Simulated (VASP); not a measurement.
TePb, 2 atoms in the cell. The structure is tetragonal, space group I4/mmm (No. 139). Conventional cell: a = 4.621 Å, b = 4.621 Å, c = 6.405 Å, α = 90.00°, β = 90.00°, γ = 90.00°. Within 4.2 Å of Pb (site symmetry 4/mmm) lie 6 Te at 3.20 to 3.27 Å. Te (site symmetry 4/mmm) has 6 Pb at 3.20 to 3.27 Å within 4.2 Å.  This cell differs from its parent crystal: uniaxial z strain -2.0%.

| Property | Result |
| --- | --- |
| Program | VASP 6.6.1 |
| Task | single point |
| Functional | r2SCAN |
| Potentials or basis | VASP PAW PBE potentials, release 64 (Pb_d, Te) |
| Cutoff | 520 eV |
| k mesh | 8 × 8 × 8 |
| Occupations | gaussian, width 0.01 eV |
| Spin | no spin polarisation |
| Dipole correction | no |
| Further INCAR settings | ALGO = Normal; EDIFF = 1e-06; NBANDS = 17 |

Potentials or basis: VASP PAW PBE potentials, release 64 (Pb_d, Te).

Command:

```bash
$ cat potpaw_PBE.64/Pb_d/POTCAR potpaw_PBE.64/Te/POTCAR > POTCAR
$ cp INCAR.step1 INCAR
$ mpirun -np 1 vasp_std > vasp.out
$ cp INCAR.step2 INCAR
$ mpirun -np 1 vasp_std > vasp.out
```

Hardware: 1 thread of Intel(R) Xeon(R) Platinum 8488C (Sapphire Rapids), with other jobs on the host.

Task: How long does it take, and how much memory?

Result: It took 2.4 min on 1 thread of Intel(R) Xeon(R) Platinum 8488C (Sapphire Rapids), with other jobs on the host, peak memory 0.26 GiB. Counts: k points 59.
